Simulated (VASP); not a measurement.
# Si (P6_3/mmc) in VASP: a series of runs

The runs below take Si through single point, with LDA.

Program: VASP 6.6.1. These are calculated values, not measurements. Logs are shortened: lines on timing, memory, paths and dates and some standing lists are left out, and cuts for length are marked.

### 1 The cell of the first run

Symmetry: P6_3/mmc, No. 194, hexagonal system. The conventional cell has a = 3.831 Å, b = 3.831 Å, c = 6.586 Å, α = 90.00°, β = 90.00°, γ = 120.00°. Si (site symmetry 3m) has 4 Si at 2.36 to 2.46 Å within 3.1 Å.

This isn't the form of Si at room conditions, which is diamond.

### 2 Single point, LDA (strain +0.000 along x and y, +0.040 along z)

File INCAR:

```
SYSTEM = Si
ALGO = Normal
EDIFF = 1E-6
ENCUT = 520
ISIF = 2
ISMEAR = 0
LASPH = .True.
LCHARG = .False.
LREAL = .False.
LWAVE = .False.
NBANDS = 16
NELM = 60
PREC = Accurate
SIGMA = 0.03
```

File KPOINTS:

```
k-points
0
Gamma
  12 12 6
  0 0 0
```

File POSCAR:

```
Si
1.0
    3.8313174605      0.0000000000      0.0000000000
   -1.9156587303      3.3180182508      0.0000000000
    0.0000000000      0.0000000000      6.5859268802
Si
4
Direct
    0.3333333333      0.6666666667      0.0630095000
    0.6666666667      0.3333333333      0.5630095000
    0.3333333333      0.6666666667      0.4369905000
    0.6666666667      0.3333333333      0.9369905000
```

Potentials or basis: VASP PAW LDA potentials, release 64 (Si).

The run is started by

```
> cat potpaw_LDA.64/Si/POTCAR > POTCAR
> mpirun -np 1 vasp_std > vasp.out
```

OUTCAR:

```text
SYSTEM = Si
   EDIFF = 1E-6
   ENCUT = 520
   ISIF = 2
   ISMEAR = 0
   LASPH = .True.
   LREAL = .False.
   NELM = 60
   PREC = Accurate

 ion  position               nearest neighbor table
   1  0.333  0.667  0.063-   4 2.36   4 2.36   4 2.36   3 2.46
   2  0.667  0.333  0.563-   3 2.36   3 2.36   3 2.36   4 2.46
   3  0.333  0.667  0.437-   2 2.36   2 2.36   2 2.36   1 2.46
   4  0.667  0.333  0.937-   1 2.36   1 2.36   1 2.36   2 2.46

  LATTYP: Found a hexagonal cell.
 ALAT       =     3.8313174605
 C/A-ratio  =     1.7189718545

  Lattice vectors:

 A1 = (   3.8313174605,   0.0000000000,   0.0000000000)
 A2 = (  -1.9156587303,   3.3180182508,   0.0000000000)
 A3 = (   0.0000000000,   0.0000000000,   6.5859268802)

Analysis of symmetry for initial positions (statically):
=====================================================================
 Subroutine PRICEL returns:
 Original cell was already a primitive cell.

 Routine SETGRP: Setting up the symmetry group for a
 hexagonal supercell.

 Subroutine GETGRP returns: Found 24 space group operations
 (whereof 12 operations were pure point group operations)
 out of a pool of 24 trial point group operations.

The static configuration has the point symmetry D_3d.
 The point group associated with its full space group is D_6h.

Analysis of symmetry for dynamics (positions and initial velocities):
=====================================================================
 Subroutine PRICEL returns:
 Original cell was already a primitive cell.

 Routine SETGRP: Setting up the symmetry group for a
 hexagonal supercell.

 Subroutine GETGRP returns: Found 24 space group operations
 (whereof 12 operations were pure point group operations)
 out of a pool of 24 trial point group operations.

The dynamic configuration has the point symmetry D_3d.
 The point group associated with its full space group is D_6h.

 Subroutine INISYM returns: Found 24 space group operations
 (whereof 12 operations are pure point group operations),
 and found     1 'primitive' translations

----------------------------------------------------------------------------------------

                                     Primitive cell

  volume of cell :      83.7228

  direct lattice vectors                    reciprocal lattice vectors
     3.831317461  0.000000000  0.000000000     0.261006823  0.150692360  0.000000000
[... 85 lines left out ...]
   LNONCOLLINEAR =      F non collinear calculations
   LSORBIT =      F    spin-orbit coupling
   LASPH  =      T    aspherical Exc in radial PAW
   ENCUT  =  520.0 eV  38.22 Ry    6.18 a.u.   7.12  7.12 12.25*2*pi/ulx,y,z
   NELM   =     60;   NELMIN=  2; NELMDL= -5     # of ELM steps
   EDIFF  = 0.1E-05   stopping-criterion for ELM
   LREAL  =      F    real-space projection
[... 7 lines left out ...]
   TEBEG  =    0.0;   TEEND  =   0.0 temperature during run
   PSTRESS=    0.0 pullay stress
   NELECT =      16.0000    total number of electrons
   NUPDOWN=      -1.0000    fix difference up-down
   EMIN   =  10.00;   EMAX   =-10.00  energy-range for DOS
   EFERMI =   0.00;   METHOD = LEGACY
   ISMEAR =     0;   SIGMA  =   0.03  broadening in eV -4-tet -1-fermi 0-gaus
   EFERMI_NEDOS =   21; number of points for ismear=-14 and -15
   IALGO  =     38    algorithm
   IMIX   =      4    mixing-type and parameters
     AMIX     =   0.40;   BMIX     =  1.00
     AMIX_MAG =   1.60;   BMIX_MAG =  1.00
  volume/ion in A,a.u.               =      20.93       141.25
  Fermi-wavevector in a.u.,A,eV,Ry     =   0.942975  1.781965 12.098328  0.889202
  Thomas-Fermi vector in A             =   2.070637
   LORBIT       =      0    0 simple, 1 ext, 2 COOP (PROOUT), +10 PAW based schemes
   GGA     = CA    functional components
   LHFCALC =     F    Hartree Fock is set to
   AEXX    =    0.0000 exact exchange contribution
   IVDW    =     0    specifies the selected vdW correction
   LEPSILON=     F    determine dielectric tensor
   LRPA    =     F    only Hartree local field effects (RPA)
 non-spin polarized calculation
 Gauss-broadening in eV      SIGMA  =   0.03
  energy-cutoff  :      520.00
  volume of cell :       83.72
 maximum number of plane-waves:      2286
   NGX = 15   NGY = 15   NGZ = 25

 number of electron      15.9999999 magnetization

 Free energy of the ion-electron system (eV)
  ---------------------------------------------------
  ext. energy  EPLUGINS =         0.00000000
  ---------------------------------------------------
  free energy    TOTEN  =       -23.66755710 eV

  energy without entropy =      -23.66755710  energy(sigma->0) =      -23.66755710

 E-fermi :   5.7035     XC(G=0):  -9.4375

 val. band max:        5.5602779209   @ k =   0.0000   0.0000   0.0000
 cond. band min:       6.0740899457   @ k =   0.4167  -0.0000   0.3333
 fundamental gap:      0.5138120248
 Fermi energy:         5.7035128216

 k-point     1 :       0.0000    0.0000    0.0000
  band No.  band energies     occupation
      1      -6.3526      2.00000
      2      -4.4063      2.00000
      3      -1.4147      2.00000
      4       4.2988      2.00000
      5       4.2988      2.00000
      6       5.1647      2.00000
[... 433 lines left out ...]
      3      -1.2298      2.00000
      4       0.8574      2.00000
      5       1.1017      2.00000
      6       3.0937      2.00000
[... 8 lines left out ...]
     15      12.7345      0.00000
     16      12.7620      0.00000

 [... further k-points ...]

------------------------ aborting loop because EDIFF is reached ----------------------------------------

  FORCE on cell =-STRESS in cart. coord.  units (eV):
  Direction    XX          YY          ZZ          XY          YZ          ZX
  --------------------------------------------------------------------------------------
  -------------------------------------------------------------------------------------
  Total       -1.3825974     -1.3825974     -5.0918347      0.0000000      0.0000000      0.0000000
  in kB      -26.4583340    -26.4583340    -97.4408506      0.0000000      0.0000000      0.0000000
  external PRESSURE =     -50.1191729 kB  Pullay stress =       0.0000000 kB

 VOLUME and BASIS-vectors are now :
 -----------------------------------------------------------------------------
  energy-cutoff  :      520.00
  volume of cell :       83.72
      direct lattice vectors                 reciprocal lattice vectors
     3.831317461  0.000000000  0.000000000     0.261006823  0.150692360  0.000000000
    -1.915658730  3.318018251  0.000000000     0.000000000  0.301384720  0.000000000
     0.000000000  0.000000000  6.585926880     0.000000000  0.000000000  0.151838916

 POSITION                                       TOTAL-FORCE (eV/Angst)
 -----------------------------------------------------------------------------------
     -0.00000      2.21201      0.41498         0.000000      0.000000      0.247786
      1.91566      1.10601      3.70794        -0.000000      0.000000      0.247786
     -0.00000      2.21201      2.87799         0.000000      0.000000     -0.247786
      1.91566      1.10601      6.17095        -0.000000     -0.000000     -0.247786
 -----------------------------------------------------------------------------------
    total drift:                                0.000000     -0.000000      0.000000

  FREE ENERGIE OF THE ION-ELECTRON SYSTEM (eV)
  ---------------------------------------------------
  free  energy   TOTEN  =       -23.6675570956 eV

  energy  without entropy=      -23.6675570956  energy(sigma->0) =      -23.66755710
```

OSZICAR:

```text
N       E                     dE             d eps       ncg     rms          rms(c)
DAV:   1     0.241264500812E+02    0.24126E+02   -0.58194E+03  2432   0.809E+02
DAV:   2    -0.221947310638E+02   -0.46321E+02   -0.41733E+02  3336   0.119E+02
DAV:   3    -0.241272983451E+02   -0.19326E+01   -0.19195E+01  3360   0.230E+01
DAV:   4    -0.241515777385E+02   -0.24279E-01   -0.24272E-01  3016   0.333E+00
DAV:   5    -0.241520388654E+02   -0.46113E-03   -0.46111E-03  3328   0.436E-01    0.670E+00
DAV:   6    -0.238199152132E+02    0.33212E+00   -0.13485E-01  2944   0.171E+00    0.398E+00
DAV:   7    -0.236672733620E+02    0.15264E+00   -0.26427E-01  2976   0.241E+00    0.280E-01
DAV:   8    -0.236675744501E+02   -0.30109E-03   -0.23068E-02  2816   0.828E-01    0.151E-01
DAV:   9    -0.236675305605E+02    0.43890E-04   -0.76960E-04  3320   0.158E-01    0.958E-02
DAV:  10    -0.236675590663E+02   -0.28506E-04   -0.10952E-04  2984   0.558E-02    0.233E-02
DAV:  11    -0.236675571428E+02    0.19235E-05   -0.93325E-06  3192   0.170E-02    0.120E-02
DAV:  12    -0.236675570956E+02    0.47124E-07   -0.28627E-07  1880   0.354E-03
   1 F= -.23667557E+02 E0= -.23667557E+02  d E =-.493133E-14
```

Wall time 63 s (1 thread of Intel Xeon Platinum 8259CL at 2.50GHz (Skylake/Cascade Lake), shared host); peak memory 0.2 GiB.

Results:

```
Free energy            : -23.6676 eV
Pressure               : -5.0 GPa
Largest force          : 0.248 eV/Å
Band gap on the k mesh : 0.51 eV (least direct gap 1.23 eV)
```

Forces in eV/Å, atoms in the order of the input:
```
Si   0.000  0.000  0.248
Si   0.000  0.000  0.248
Si   0.000  0.000 -0.248
Si   0.000  0.000 -0.248
```

Caveat: the cell differs from its parent crystal (strain +0.000 along x and y, +0.040 along z); the cell stands under tension. A k mesh can miss the band edges.

### 3 Single point, LDA (strain +0.040 along x and y, -0.040 along z)

File INCAR:

```
PREC = Accurate ; ENCUT = 520
EDIFF = 1E-6 ; ISMEAR = 0
SIGMA = 0.03 ; LREAL = False
LASPH = True ; NELM = 100
ALGO = Normal ; ISIF = 2
LWAVE = False ; LCHARG = False
NBANDS = 16
```

File KPOINTS:

```
Automatic mesh
0
Gamma
  12 12 6
```

File POSCAR:

```
Si
1.0
    3.9845701589      0.0000000000      0.0000000000
   -1.9922850795      3.4507389808      0.0000000000
    0.0000000000      0.0000000000      6.0793171202
Si
4
Direct
    0.3333333333      0.6666666667      0.0630095000
    0.6666666667      0.3333333333      0.5630095000
    0.3333333333      0.6666666667      0.4369905000
    0.6666666667      0.3333333333      0.9369905000
```

Potentials or basis: VASP PAW LDA potentials, release 64 (Si).

The run is started by

```
> cat potpaw_LDA.64/Si/POTCAR > POTCAR
> mpirun -np 1 vasp_std > vasp.out
```

Run time: 72 s. Hardware: 1 thread of Intel Xeon Platinum 8259CL at 2.50GHz (Skylake/Cascade Lake), shared host; peak memory 0.2 GiB.

Results (log left out):

| Quantity | Value |
| --- | --- |
| Free energy | -23.4847 eV |
| Pressure | -4.1 GPa |
| Largest force | 0.910 eV/Å |
| Band gap on the k mesh | zero (bands 8 and 9 overlap by 0.01 eV) |

Forces on the atoms (eV/Å):
```
Si   0.000  0.000 -0.910
Si   0.000  0.000 -0.910
Si   0.000  0.000  0.910
Si   0.000  0.000  0.910
```

Stress tensor (GPa, compression positive):
```
-9.91  0.00  0.00
 0.00 -9.91  0.00
 0.00  0.00  7.50
```

Levels at points of the mesh, in eV from the Fermi level:
```csv
k point,band 4,band 5,band 6,band 7,band 8,band 9,band 10,band 11,band 12,band 13
"(0.00, 0.00, 0.00)",-1.90,-1.90,-0.35,-0.03,0.02,0.02,1.50,1.50,2.55,3.62
"(0.50, 0.00, 0.00)",-5.55,-4.68,-3.26,-3.05,-1.24,0.01,2.29,2.70,3.05,5.44
"(0.00, 0.00, 0.50)",-3.91,-1.19,-1.19,-1.19,-1.19,1.00,1.00,2.68,2.68,2.68
"(0.50, 0.00, 0.50)",-7.11,-2.51,-2.51,-2.18,-2.18,0.76,0.76,1.98,1.98,5.54
```

Caveat: the cell differs from its parent crystal (strain +0.040 along x and y, -0.040 along z); the cell stands under tension; semilocal functionals underestimate gaps, so a narrow gap can read as zero.

### 4 Single point, LDA (strain +0.080 along x and y, -0.080 along z)

File INCAR:

```
SYSTEM = Si
  PREC = Accurate
  ENCUT = 520
  EDIFF = 1E-6
  ISMEAR = 0
  SIGMA = 0.03
  LREAL = .False.
  LASPH = .True.
  NELM = 100
  ALGO = Normal
  ISIF = 2
  LWAVE = .False.
  LCHARG = .True.
  GGA = CA
  LELF = .True.
  LVHAR = .True.
  NBANDS = 16
```

File KPOINTS:

```
Automatic mesh
0
Gamma
  12 12 6
  0 0 0
```

File POSCAR:

```
Si
1.0
    4.1378228574      0.0000000000      0.0000000000
   -2.0689114287      3.5834597108      0.0000000000
    0.0000000000      0.0000000000      5.8260122402
Si
4
Direct
    0.3333333333      0.6666666667      0.0630095000
    0.6666666667      0.3333333333      0.5630095000
    0.3333333333      0.6666666667      0.4369905000
    0.6666666667      0.3333333333      0.9369905000
```

The run is started by

```
> cat potpaw_LDA.64/Si/POTCAR > POTCAR
> mpirun -np 1 vasp_std > vasp.out
```

It took 67 s on 1 thread of Intel Xeon Platinum 8259CL at 2.50GHz (Skylake/Cascade Lake), shared host; peak memory 0.21 GiB.

It converged, with:

```yaml
Free_energy: -22.6694 eV
Pressure: -3.7 GPa
Largest_force: 2.076 eV/Å
Band_gap_on_the_k_mesh: zero (bands 8 and 9 overlap by 0.43 eV)
```

Forces in eV/Å, atoms in the order of the input:
```
Si   0.000  0.000 -2.076
Si   0.000  0.000 -2.076
Si   0.000  0.000  2.076
Si   0.000  0.000  2.076
```

Stress tensor (GPa, compression positive):
```
-15.25   0.00   0.00
  0.00 -15.25   0.00
  0.00   0.00  19.27
```

Levels at points of the mesh, in eV from the Fermi level:
```tsv
k point	band 6	band 7	band 8	band 9	band 10	band 11
(0.00, 0.00, 0.00)	-0.65	-0.30	0.36	0.36	1.29	1.29
(0.50, 0.00, 0.00)	-3.23	-2.89	-0.75	-0.07	2.57	2.59
(0.00, 0.00, 0.50)	-1.21	-1.21	-1.21	0.73	0.73	2.68
(0.50, 0.00, 0.50)	-2.36	-1.67	-1.67	0.90	0.90	2.71
```

Caveat: the cell differs from its parent crystal (strain +0.080 along x and y, -0.080 along z); the cell stands under tension; semilocal functionals underestimate gaps, so a narrow gap can read as zero; forces of over 1 eV/Å act on the atoms, so gaps and moduli don't describe the material at rest.

### 5 Single point, LDA (strain +0.000 along x and y, +0.080 along z)

File INCAR:

```
  ALGO = Normal
  EDIFF = 1E-6
  ENCUT = 520
  ISIF = 2
  ISMEAR = 0
  LASPH = True
  LCHARG = False
  LREAL = False
  LWAVE = False
  NBANDS = 16
  NELM = 60
  PREC = Accurate
  SIGMA = 0.03
```

File KPOINTS:

```
k-points
0
Gamma
  12 12 6
```

File POSCAR:

```
Si
1.0
    3.8313174605      0.0000000000      0.0000000000
   -1.9156587303      3.3180182508      0.0000000000
    0.0000000000      0.0000000000      6.8392317602
Si
4
Direct
    0.3333333333      0.6666666667      0.0630095000
    0.6666666667      0.3333333333      0.5630095000
    0.3333333333      0.6666666667      0.4369905000
    0.6666666667      0.3333333333      0.9369905000
```

The run is started by

```
> cat potpaw_LDA.64/Si/POTCAR > POTCAR
> mpirun -np 1 vasp_std > vasp.out
```

Wall time 68 s (1 thread of Intel Xeon Platinum 8259CL at 2.50GHz (Skylake/Cascade Lake), shared host); peak memory 0.2 GiB.

It converged, with:

| Property | Result |
| --- | --- |
| Free energy | -23.4148 eV |
| Pressure | -7.1 GPa |
| Largest force | 0.309 eV/Å |
| Band gap on the k mesh | 0.42 eV (least direct gap 0.80 eV) |

Forces on the atoms (eV/Å):
```
Si   0.000  0.000  0.309
Si   0.000  0.000  0.309
Si   0.000  0.000 -0.309
Si   0.000  0.000 -0.309
```

Stress tensor (GPa, compression positive):
```
 -3.15   0.00   0.00
  0.00  -3.15   0.00
  0.00   0.00 -15.05
```

Levels at points of the mesh, in eV from the valence-band top:
```csv
k point,band 6,band 7,band 8,band 9,band 10,band 11
"(0.00, 0.00, 0.00)",-0.46,0.00,0.00,0.80,1.48,2.39
"(0.50, 0.00, 0.00)",-2.63,-2.60,-1.46,0.74,1.97,2.76
"(0.00, 0.00, 0.50)",-0.62,-0.62,-0.62,2.06,2.06,3.15
"(0.50, 0.00, 0.50)",-2.48,-2.12,-2.12,0.64,0.64,1.61
```

Caveat: the cell differs from its parent crystal (strain +0.000 along x and y, +0.080 along z); the cell stands under tension. A k mesh can miss the band edges.

### 6 Single point, LDA (strain +0.040 along x and y, +0.000 along z)

File INCAR:

```
SYSTEM = Si
PREC     = Accurate       ! precision mode
ENCUT    = 520            ! plane-wave cutoff, eV
EDIFF    = 1E-7           ! SCF threshold, eV
ISMEAR   = 0              ! smearing method
SIGMA    = 0.03           ! smearing width, eV
LREAL    = .False.        ! projectors in reciprocal space
LASPH    = .True.         ! aspherical terms in the spheres
NELM     = 60             ! most SCF steps
ALGO     = Normal         ! electronic algorithm
ISIF     = 2              ! what is computed and relaxed
LWAVE    = .False.        ! write WAVECAR
LCHARG   = .True.         ! write CHGCAR
LELF     = .True.         ! ELF
LVHAR    = .True.       
NBANDS   = 16             ! bands
```

File KPOINTS:

```
Automatic mesh
0
Gamma
  12 12 6
  0 0 0
```

File POSCAR:

```
Si
1.0
    3.9845701589      0.0000000000      0.0000000000
   -1.9922850795      3.4507389808      0.0000000000
    0.0000000000      0.0000000000      6.3326220002
Si
4
Direct
    0.3333333333      0.6666666667      0.0630095000
    0.6666666667      0.3333333333      0.5630095000
    0.3333333333      0.6666666667      0.4369905000
    0.6666666667      0.3333333333      0.9369905000
```

Potentials or basis: VASP PAW LDA potentials, release 64 (Si).

The run is started by

```
> cat potpaw_LDA.64/Si/POTCAR > POTCAR
> mpirun -np 1 vasp_std > vasp.out
```

Run time: 93 s. Hardware: 1 thread of Intel Xeon Platinum 8259CL at 2.50GHz (Skylake/Cascade Lake), shared host; peak memory 0.2 GiB.

It converged, with:

* Free energy: -23.5297 eV
* Pressure: -7.6 GPa
* Largest force: 0.346 eV/Å
* Band gap on the k mesh: 0.28 eV (least direct gap 0.31 eV)

Forces in eV/Å, atoms in the order of the input:
```
Si   0.000  0.000 -0.346
Si   0.000  0.000 -0.346
Si   0.000  0.000  0.346
Si   0.000  0.000  0.346
```

Stress tensor (GPa, compression positive):
```
-9.99  0.00  0.00
 0.00 -9.99  0.00
 0.00  0.00 -2.80
```

Levels at points of the mesh, in eV from the valence-band top:
```
           k point  band 5  band 6  band 7  band 8  band 9  band 10  band 11  band 12
(0.00, 0.00, 0.00)   -1.61   -0.31    0.00    0.00    0.31     1.77     1.77     2.26
(0.50, 0.00, 0.00)   -4.41   -2.97   -2.82   -1.27    0.28     2.16     2.92     3.02
(0.00, 0.00, 0.50)   -0.99   -0.99   -0.99   -0.99    1.18     1.18     2.81     2.81
(0.50, 0.00, 0.50)   -2.32   -2.32   -2.22   -2.22    0.79     0.79     1.84     1.84
```

Caveat: the cell differs from its parent crystal (strain +0.040 along x and y, +0.000 along z); the cell stands under tension. A k mesh can miss the band edges.

### 7 Summary

```tsv
cell	gap on the mesh (eV)	pressure (GPa)	largest force (eV/Å)
a = 3.831, b = 3.831, c = 6.586 Å, angles 90.0, 90.0, 120.0°, 4 atoms	0.51	-5.0	0.25
a = 3.985, b = 3.985, c = 6.079 Å, angles 90.0, 90.0, 120.0°, 4 atoms	none	-4.1	0.91
a = 4.138, b = 4.138, c = 5.826 Å, angles 90.0, 90.0, 120.0°, 4 atoms	none	-3.7	2.08
a = 3.831, b = 3.831, c = 6.839 Å, angles 90.0, 90.0, 120.0°, 4 atoms	0.42	-7.1	0.31
a = 3.985, b = 3.985, c = 6.333 Å, angles 90.0, 90.0, 120.0°, 4 atoms	0.28	-7.6	0.35
```

Alike in all rows: task single point; level LDA; potentials or basis VASP PAW LDA potentials, release 64 (Si); no spin polarisation; k mesh 12 × 12 × 6; cutoff (eV) 520; smearing gaussian 0.03 eV.

Caveats: the cell stands under tension; semilocal functionals underestimate gaps, so a narrow gap can read as zero (at least some runs); forces of over 1 eV/Å act on the atoms, so gaps and moduli don't describe the material at rest (at least some runs).

Total energies depend on the potentials used, so only differences within one code and one set of settings carry meaning.
